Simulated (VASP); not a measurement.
**TiSe2: single point with PBEsol**

The system is TiSe2.

```
CELL_PARAMETERS angstrom
3.53600 0.00000 0.00000
-1.76800 3.06227 0.00000
0.00000 0.00000 6.00400
ATOMIC_POSITIONS crystal
Ti 0.00000 0.00000 0.00000
Se 0.33333 0.66667 0.25520
Se 0.66667 0.33333 0.74480
```

| Property | Result |
| --- | --- |
| Program | VASP 6.6.1 |
| Task | single point |
| Functional | PBEsol |
| Potentials or basis | VASP PAW PBE potentials, release 64 (Ti_sv, Se) |
| Cutoff | 500 eV |
| k mesh | 3 × 3 × 2 |
| Occupations | methfessel-paxton, width 0.2 eV |
| Spin | no spin polarisation |

```json
{
  "Pressure": "-1.6 GPa",
  "Largest force": "0.019 eV/Å",
  "Band gap on the k mesh": "zero (bands 12 and 13 overlap by 0.27 eV)"
}
```

Forces in eV/Å, atoms in the order of the input:
```
Ti   0.000  0.000  0.000
Se   0.000  0.000 -0.019
Se   0.000  0.000  0.019
```

Stress tensor (GPa, compression positive):
```
-2.38  0.00  0.00
 0.00 -2.38  0.00
 0.00  0.00 -0.10
```

Levels at points of the mesh, in eV from the Fermi level:
```
           k point  band 10  band 11  band 12  band 13  band 14  band 15
(0.00, 0.00, 0.00)     0.01     0.27     0.27     0.39     0.39     0.53
(0.00, 0.00, 0.50)    -2.38     0.05     0.05     0.38     0.38     1.11
```

Run time: 29 s on 1 thread of Intel Xeon 8259CL, on a shared host, peak memory 0.18 GiB.

Caveat: the k points lie up to 0.68 Å⁻¹ apart; the PAW data sets were made with another functional, which shifts forces and pressure a little; this functional lacks dispersion, which binds layers or chains, so the pressure and a relaxed spacing across them are unreliable.
